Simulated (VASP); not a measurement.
Al31SbN32 (a cell with a defect), 64 atoms in the cell. The cell holds a defect, 64 atoms: a = 8.755 Å, b = 8.755 Å, c = 8.755 Å, α = 90.00°, β = 90.00°, γ = 90.00°. 

| Quantity | Value |
| --- | --- |
| Program | VASP 6.6.1 |
| Task | single point |
| Functional | HSE06 |
| Potentials or basis | VASP PAW PBE potentials, release 64 (Al, Sb, N) |
| Cutoff | 520 eV |
| k mesh | 1 × 1 × 1 |
| Occupations | fermi-dirac, width 0.05 eV |
| Spin | no spin polarisation |
| Dipole correction | no |
| Grid for exact exchange (PRECFOCK) | Fast |
| Charge | 2 |
| Further INCAR settings | LREAL = Auto; ALGO = Normal; EDIFF = 1e-06; NBANDS = 167; NELECT = 256.0 |
| Share of exact exchange | 0.25 |
| Screening parameter | 0.2079 1/Å |

Potentials or basis: VASP PAW PBE potentials, release 64 (Al, Sb, N).

The run is started by

```console
$ cat potpaw_PBE.64/Al/POTCAR potpaw_PBE.64/Sb/POTCAR potpaw_PBE.64/N/POTCAR > POTCAR
$ cp INCAR.step1 INCAR
$ mpirun -np 1 vasp_gam > vasp.out
$ cp INCAR.step2 INCAR
$ mpirun -np 1 vasp_gam > vasp.out
```

Hardware: 1 thread of Intel(R) Xeon(R) Platinum 8259CL CPU @ 2.50GHz (Skylake/Cascade Lake), on a shared host.

How long does it take, and how much memory?

Run time: 16 min on 1 thread of Intel(R) Xeon(R) Platinum 8259CL CPU @ 2.50GHz (Skylake/Cascade Lake) (shared host), peak memory 0.88 GiB. Counts: k points 1.
